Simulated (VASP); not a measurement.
# H12SO8 in VASP: a series of runs

Runs on H12SO8. Level: PBE+D3(BJ). Tasks: single point.

Everything below comes from runs of VASP 6.6.1. Logs are shortened: lines on timing, memory, paths and dates and some standing lists are left out, and cuts for length are marked.

### Step 1. The cell of the first run

The cell holds an amorphous packing of atoms, 21 atoms: a = 6.537 Å, b = 6.537 Å, c = 6.537 Å, α = 90.00°, β = 90.00°, γ = 90.00°.

### Step 2. Single point, PBE+D3(BJ)

INCAR

```
SYSTEM = H12SO8
PREC     = Accurate       ! precision mode
ENCUT    = 910            ! plane-wave cutoff, eV
EDIFF    = 1E-6           ! SCF threshold, eV
ISMEAR   = -1             ! smearing method
SIGMA    = 0.02           ! smearing width, eV
LREAL    = Auto         
LASPH    = .TRUE.         ! aspherical terms in the spheres
NELM     = 120            ! most SCF steps
ALGO     = Normal         ! electronic algorithm
ISIF     = 2              ! what is computed and relaxed
LWAVE    = .FALSE.        ! write WAVECAR
LCHARG   = .FALSE.        ! write CHGCAR
GGA      = PE             ! functional
IVDW     = 12             ! dispersion correction
NBANDS   = 49             ! bands
GGA_COMPAT= .FALSE.
```

KPOINTS

```
Automatic mesh
0
G
  1 1 1
  0 0 0
```

POSCAR

```
H12SO8
1.0
    6.5374560000      0.0000000000      0.0000000000
    0.0000000000      6.5374560000      0.0000000000
    0.0000000000      0.0000000000      6.5374560000
O H S
8 12 1
Direct
    0.9576813978      0.5035444980      0.3079179424
    0.6728305322      0.6671708383      1.0070584031
    0.5950020926     -0.0178509806      0.5038963169
    0.8631645093      0.1089873492      0.9427520430
    0.3221895490      0.6545665470      0.3873219185
    0.6948880421      0.3769968012      0.6282107291
    0.2014086213      0.4332878110      0.8847631250
    0.1868463818      0.1629991850      0.6166771906
    1.0928716002      0.5759426909      0.3118644317
    0.9918843048      0.3583962936      0.2782580869
    0.7691065148      0.6108339391      1.1047416610
    0.5484396377      0.6357824817      1.0742863891
    0.7169149590     -0.0387918481      0.4231003620
    0.6031551111      0.1266700686      0.5438048073
    0.7875234648      0.1883301394      0.8312560727
    0.8307206962     -0.0321990695      0.9048167972
    0.3245605018      0.5684933099      0.5045540651
    0.3815551493      0.7907051306      0.4296931406
    0.6437213497      0.4834143434      0.7251444599
    0.8002960173      0.4616321701      0.5448755602
    0.2184182960      0.2143494350      0.8276155128
```

Potentials or basis: VASP PAW PBE potentials, release 64 (O_h, H_h, S).

Launch:

```
$ cat potpaw_PBE.64/O_h/POTCAR potpaw_PBE.64/H_h/POTCAR potpaw_PBE.64/S/POTCAR > POTCAR
$ mpirun -np 1 vasp_gam > vasp.out
```

OUTCAR:

```text
SYSTEM = H12SO8
   PREC = Accurate
   ENCUT = 910
   EDIFF = 1E-6
   ISMEAR = -1
   LREAL = Auto
   LASPH = .TRUE.
   NELM = 120
   ISIF = 2
   GGA = PE
   IVDW = 12
 IVDW          = 12

 ion  position               nearest neighbor table
   1  0.958  0.504  0.308-  10 0.99   9 1.00
   2  0.673  0.667  0.007-  12 0.95  11 0.97
   3  0.595  0.982  0.504-  13 0.97  14 0.98
   4  0.863  0.109  0.943-  16 0.98  15 1.02
   5  0.322  0.655  0.387-  17 0.95  18 1.01
   6  0.695  0.377  0.628-  19 1.00  20 1.04
   7  0.201  0.433  0.885-  21 1.48
   8  0.187  0.163  0.617-  21 1.43
   9  0.093  0.576  0.312-   1 1.00
  10  0.992  0.358  0.278-   1 0.99
  11  0.769  0.611  0.105-   2 0.97
  12  0.548  0.636  0.074-   2 0.95
  13  0.717  0.961  0.423-   3 0.97
  14  0.603  0.127  0.544-   3 0.98
  15  0.788  0.188  0.831-   4 1.02
  16  0.831  0.968  0.905-   4 0.98
  17  0.325  0.568  0.505-   5 0.95
  18  0.382  0.791  0.430-   5 1.01
  19  0.644  0.483  0.725-   6 1.00
  20  0.800  0.462  0.545-   6 1.04
  21  0.218  0.214  0.828-   8 1.43   7 1.48

  LATTYP: Found a simple cubic cell.
 ALAT       =     6.5374560000

  Lattice vectors:

 A1 = (   6.5374560000,   0.0000000000,   0.0000000000)
 A2 = (   0.0000000000,   6.5374560000,   0.0000000000)
 A3 = (   0.0000000000,   0.0000000000,   6.5374560000)

Analysis of symmetry for initial positions (statically):
=====================================================================
 Subroutine PRICEL returns:
 Original cell was already a primitive cell.

 Routine SETGRP: Setting up the symmetry group for a
 simple cubic supercell.

 Subroutine GETGRP returns: Found  1 space group operations
 (whereof  1 operations were pure point group operations)
 out of a pool of 48 trial point group operations.

The static configuration has the point symmetry C_1 .

Analysis of symmetry for dynamics (positions and initial velocities):
=====================================================================
 Subroutine PRICEL returns:
 Original cell was already a primitive cell.

 Routine SETGRP: Setting up the symmetry group for a
 simple cubic supercell.

 Subroutine GETGRP returns: Found  1 space group operations
 (whereof  1 operations were pure point group operations)
 out of a pool of 48 trial point group operations.

The dynamic configuration has the point symmetry C_1 .

 Subroutine INISYM returns: Found  1 space group operations
 (whereof  1 operations are pure point group operations),
 and found     1 'primitive' translations

----------------------------------------------------------------------------------------

                                     Primitive cell

  volume of cell :     279.4000

  direct lattice vectors                    reciprocal lattice vectors
     6.537456000  0.000000000  0.000000000     0.152964701  0.000000000  0.000000000
     0.000000000  6.537456000  0.000000000     0.000000000  0.152964701  0.000000000
     0.000000000  0.000000000  6.537456000     0.000000000  0.000000000  0.152964701

  length of vectors
     6.537456000  6.537456000  6.537456000     0.152964701  0.152964701  0.152964701

  position of ions in fractional coordinates (direct lattice)
     0.957681398  0.503544498  0.307917942
     0.672830532  0.667170838  0.007058403
     0.595002093  0.982149019  0.503896317
     0.863164509  0.108987349  0.942752043
     0.322189549  0.654566547  0.387321918
     0.694888042  0.376996801  0.628210729
[... 13 lines left out ...]
     0.800296017  0.461632170  0.544875560
     0.218418296  0.214349435  0.827615513

  ion indices of the primitive-cell ions
   primitive index   ion index
                 1           1
                 2           2
                 3           3
                 4           4
                 5           5
                 6           6
[... 13 lines left out ...]
                20          20
                21          21

----------------------------------------------------------------------------------------

 KPOINTS: Automatic mesh

Automatic generation of k-mesh.
 Grid dimensions read from file:
 generate k-points for:    1    1    1

 Generating k-lattice:

  Cartesian coordinates                     Fractional coordinates (reciprocal lattice)
     0.152964701  0.000000000  0.000000000     1.000000000  0.000000000  0.000000000
     0.000000000  0.152964701  0.000000000     0.000000000  1.000000000  0.000000000
     0.000000000  0.000000000  0.152964701     0.000000000  0.000000000  1.000000000

  Length of vectors
     0.152964701  0.152964701  0.152964701

  Shift w.r.t. Gamma in fractional coordinates (k-lattice)
     0.000000000  0.000000000  0.000000000

 Subroutine IBZKPT returns following result:
 ===========================================

 Found      1 irreducible k-points:

 Following reciprocal coordinates:
            Coordinates               Weight
  0.000000  0.000000  0.000000      1.000000
   k-points           NKPTS =      1   k-points in BZ     NKDIM =      1   number of bands    NBANDS=     49
   number of dos      NEDOS =    301   number of ions     NIONS =     21
   total plane-waves  NPLWV = 262144
   dimension x,y,z NGX =    64 NGY =   64 NGZ =   64
   dimension x,y,z NGXF=   128 NGYF=  128 NGZF=  128
   ions per type =               8  12   1
   NGX,Y,Z   is equivalent  to a cutoff of  16.28, 16.28, 16.28 a.u.
   NGXF,Y,Z  is equivalent  to a cutoff of  32.55, 32.55, 32.55 a.u.
 SYSTEM =  H12SO8
   PREC   = accura    normal or accurate (medium, high low for compatibility)
   ISTART =      0    job   : 0-new  1-cont  2-samecut
   ICHARG =      2    charge: 1-file 2-atom 10-const
   ISPIN  =      1    spin polarized calculation?
   LNONCOLLINEAR =      F non collinear calculations
   LSORBIT =      F    spin-orbit coupling
   LASPH  =      T    aspherical Exc in radial PAW
   ENCUT  =  910.0 eV  66.88 Ry    8.18 a.u.  16.08 16.08 16.08*2*pi/ulx,y,z
   NELM   =    120;   NELMIN=  2; NELMDL= -5     # of ELM steps
   EDIFF  = 0.1E-05   stopping-criterion for ELM
   LREAL  =      T    real-space projection
   EDIFFG = 0.1E-04   stopping-criterion for IOM
   NSW    =      0    number of steps for IOM
   IBRION =     -1    ionic relax: 0-MD 1-quasi-New 2-CG
   NFREE  =      0    steps in history (QN), initial steepest desc. (CG)
   ISIF   =      2    stress and relaxation
   ISYM   =      2    0-nonsym 1-usesym 2-fastsym
   POTIM  = 0.5000    time-step for ionic-motion
   TEBEG  =    0.0;   TEEND  =   0.0 temperature during run
   PSTRESS=    0.0 pullay stress
   NELECT =      66.0000    total number of electrons
   NUPDOWN=      -1.0000    fix difference up-down
   EMIN   =  10.00;   EMAX   =-10.00  energy-range for DOS
   EFERMI =   0.00;   METHOD = LEGACY
   ISMEAR =    -1;   SIGMA  =   0.02  broadening in eV -4-tet -1-fermi 0-gaus
   EFERMI_NEDOS =   21; number of points for ismear=-14 and -15
   IALGO  =     38    algorithm
   IMIX   =      4    mixing-type and parameters
     AMIX     =   0.40;   BMIX     =  1.00
     AMIX_MAG =   1.60;   BMIX_MAG =  1.00
  volume/ion in A,a.u.               =      13.30        89.78
  Fermi-wavevector in a.u.,A,eV,Ry     =   1.012000  1.912404 13.934337  1.024145
  Thomas-Fermi vector in A             =   2.145084
   LORBIT       =      0    0 simple, 1 ext, 2 COOP (PROOUT), +10 PAW based schemes
   GGA     = PE    functional components
   LHFCALC =     F    Hartree Fock is set to
   AEXX    =    0.0000 exact exchange contribution
   IVDW    =    12    specifies the selected vdW correction
   LEPSILON=     F    determine dielectric tensor
   LRPA    =     F    only Hartree local field effects (RPA)
 non-spin polarized calculation
  energy-cutoff  :      910.00
  volume of cell :      279.40
 maximum number of plane-waves:      8683
   NGX = 33   NGY = 33   NGZ = 33

 number of electron      65.9999998 magnetization

 Free energy of the ion-electron system (eV)
  ---------------------------------------------------
  ext. energy  EPLUGINS =         0.00000000
  ---------------------------------------------------
  free energy    TOTEN  =      -105.18808163 eV

  energy without entropy =     -105.18808163  energy(sigma->0) =     -105.18808163

 E-fermi :  -3.1562     XC(G=0):  -6.3869

 val. band max:       -3.7466891679   @ k =   0.0000   0.0000   0.0000
 cond. band min:      -0.2399163152   @ k =   0.0000   0.0000   0.0000
 fundamental gap:      3.5067728527
 Fermi energy:        -3.1562130565

 k-point     1 :       0.0000    0.0000    0.0000
  band No.  band energies     occupation
      1     -24.7802      2.00000
      2     -22.2344      2.00000
      3     -22.2049      2.00000
      4     -22.0072      2.00000
      5     -21.8495      2.00000
      6     -21.8034      2.00000
[... 37 lines left out ...]
     44       6.3386      0.00000
     45       6.7434      0.00000
 [bands above 45 left out]

------------------------ aborting loop because EDIFF is reached ----------------------------------------

 Edisp (eV)   -0.74931

 E8    (eV) :    -0.1705

  FORCE on cell =-STRESS in cart. coord.  units (eV):
  Direction    XX          YY          ZZ          XY          YZ          ZX
  --------------------------------------------------------------------------------------
  -------------------------------------------------------------------------------------
  Total      -1.36761    -6.76006    -1.44077    -1.10605    -0.71406     0.04577
  in kB      -7.84235   -38.76458    -8.26189    -6.34246    -4.09468     0.26246
  external pressure =      -18.29 kB  Pullay stress =        0.00 kB

 VOLUME and BASIS-vectors are now :
 -----------------------------------------------------------------------------
  energy-cutoff  :      910.00
  volume of cell :      279.40
      direct lattice vectors                 reciprocal lattice vectors
     6.537456000  0.000000000  0.000000000     0.152964701  0.000000000  0.000000000
     0.000000000  6.537456000  0.000000000     0.000000000  0.152964701  0.000000000
     0.000000000  0.000000000  6.537456000     0.000000000  0.000000000  0.152964701

 POSITION                                       TOTAL-FORCE (eV/Angst)
 -----------------------------------------------------------------------------------
      6.26080      3.29190      2.01300        -0.037019     -0.851604     -0.160181
      4.39860      4.36160      0.04614         0.659757      0.248412     -0.865888
      3.88980      6.42076      3.29420        -0.179406     -0.151421      0.082401
      5.64290      0.71250      6.16320        -0.704714      0.555994     -1.079840
      2.10630      4.27920      2.53210         0.427181      1.586496     -0.765756
      4.54280      2.46460      4.10690         0.806057      1.913950      0.022042
[... 13 lines left out ...]
      5.23190      3.01790      3.56210        -0.950534     -1.298073      0.447346
      1.42790      1.40130      5.41050        -0.252406      1.451314      1.323804
 -----------------------------------------------------------------------------------
    total drift:                                0.001701      0.001640      0.005516

  FREE ENERGIE OF THE ION-ELECTRON SYSTEM (eV)
  ---------------------------------------------------
  free  energy   TOTEN  =      -105.9373948712 eV

  energy  without entropy=     -105.9373948712  energy(sigma->0) =     -105.93739487
```

It took 74 s on 1 thread of AMD EPYC 7R43 (Zen 3), shared host; peak memory 0.49 GiB.

What came out:

```yaml
Free_energy: -105.9374 eV
Pressure: -1.8 GPa
Largest_force: 2.077 eV/Å
Band_gap_on_the_k_mesh: 3.51 eV
Dispersion_energy_per_atom: -0.036 eV
```

Forces on the atoms (eV/Å):
```
O   -0.037 -0.852 -0.160
O    0.660  0.248 -0.866
O   -0.179 -0.151  0.082
O   -0.705  0.556 -1.080
O    0.427  1.586 -0.766
O    0.806  1.914  0.022
O    0.238 -1.467 -0.509
O   -0.049 -0.100 -0.916
H   -0.216 -0.092  0.105
H   -0.210  1.025  0.088
H    0.882 -0.302  0.307
H   -1.516 -0.045  0.494
H    0.133 -0.104 -0.205
H   -0.076  0.050 -0.162
H    0.781 -0.265  0.864
H   -0.016 -0.149  0.292
H    0.224 -0.475  0.964
H   -0.251 -0.903 -0.146
H    0.307 -0.627 -0.180
H   -0.951 -1.298  0.447
S   -0.252  1.451  1.324
```

Caveat: the k points lie up to 0.96 Å⁻¹ apart; the cutoff is under 1.25 times the usual one of these potentials, so pressure, stress and relaxed cells hold a basis-set (Pulay) error.

### Step 3. Single point, PBE+D3(BJ)

INCAR

```
ALGO = Normal
EDIFF = 1E-6
ENCUT = 910
GGA = PE
GGA_COMPAT = F
ISIF = 2
ISMEAR = -1
IVDW = 12
LASPH = T
LCHARG = F
LREAL = Auto
LWAVE = F
NBANDS = 49
NELM = 120
PREC = Accurate
SIGMA = 0.02
```

KPOINTS

```
k-points
0
Gamma
  1 1 1
```

POSCAR

```
H12SO8
1.0
    6.5374560000      0.0000000000      0.0000000000
    0.0000000000      6.5374560000      0.0000000000
    0.0000000000      0.0000000000      6.5374560000
O H S
8 12 1
Direct
    0.9347366927      0.4623969936      0.3295930405
    0.6530216035      0.6490139284      1.0227984708
    0.6124553649     -0.0595797509      0.5320265253
    0.8463689851      0.0786085597      0.9372759067
    0.3518952938      0.6276600561      0.4381520885
    0.6914157434      0.3786488200      0.7046318935
    0.1681846884      0.3980906334      0.9079984630
    0.2278256251      0.1901045300      0.5965929254
    1.0661486670      0.5058236721      0.3842932174
    0.9733908725      0.3692414909      0.2261430134
    0.7312630479      0.5907190809      1.1405659939
    0.5174948787      0.6073310474      1.0542786062
    0.7091290557     -0.0487192572      0.4201634397
    0.5292119748      0.0660807507      0.5178619940
    0.7646552420      0.1720241023      0.8538948484
    0.7982462903     -0.0558780051      0.9135051922
    0.4250277172      0.5184891493      0.5074909873
    0.4190162045      0.7473549344      0.5012041381
    0.6875151435      0.5043858039      0.7876458365
    0.7928466364      0.4115974165      0.6059237722
    0.1960242639      0.1971256097      0.8171833202
```

Potentials or basis: VASP PAW PBE potentials, release 64 (O_h, H_h, S).

Launch:

```
$ cat potpaw_PBE.64/O_h/POTCAR potpaw_PBE.64/H_h/POTCAR potpaw_PBE.64/S/POTCAR > POTCAR
$ mpirun -np 1 vasp_gam > vasp.out
```

Run time: 31 s. Hardware: 1 thread of AMD EPYC 9R45 (Zen 5), shared host; peak memory 0.49 GiB.

The run converged. Its results:

* Free energy: -105.9442 eV
* Pressure: 0.2 GPa
* Largest force: 1.708 eV/Å
* Band gap on the k mesh: 3.05 eV
* Dispersion energy per atom: -0.036 eV

Forces in eV/Å, atoms in the order of the input:
```
O   -0.727  0.771  0.915
O    1.447 -0.085  0.431
O   -0.444  0.799  0.013
O    0.926  1.009  0.871
O   -0.076 -0.131  0.186
O   -0.941  0.155  0.576
O   -0.065 -0.086 -0.108
O   -0.168 -0.027  0.204
H    0.446  0.495  0.122
H    0.298 -1.069 -1.081
H   -0.011  0.409 -0.564
H   -1.356 -0.075  0.292
H    0.103 -0.141 -0.139
H    0.342 -0.530  0.208
H   -0.301  0.451 -0.532
H   -0.567 -1.408 -0.283
H   -0.045 -0.345  0.019
H   -0.025  0.112 -0.471
H   -0.165 -0.119  0.598
H    0.963 -0.029 -1.411
S    0.365 -0.154  0.153
```

Stress tensor (GPa, compression positive):
```
 0.10  0.13 -0.59
 0.13  0.78  0.67
-0.59  0.67 -0.26
```

Levels at points of the mesh, in eV from the valence-band top:
| k point | band 31 | band 32 | band 33 | band 34 | band 35 | band 36 |
| --- | --- | --- | --- | --- | --- | --- |
| (0.00, 0.00, 0.00) | -0.62 | -0.44 | 0.00 | 3.05 | 4.93 | 7.13 |

Caveat: the k points lie up to 0.96 Å⁻¹ apart; the cutoff is under 1.25 times the usual one of these potentials, so pressure, stress and relaxed cells hold a basis-set (Pulay) error.

(Continued in part 2 of 2.)
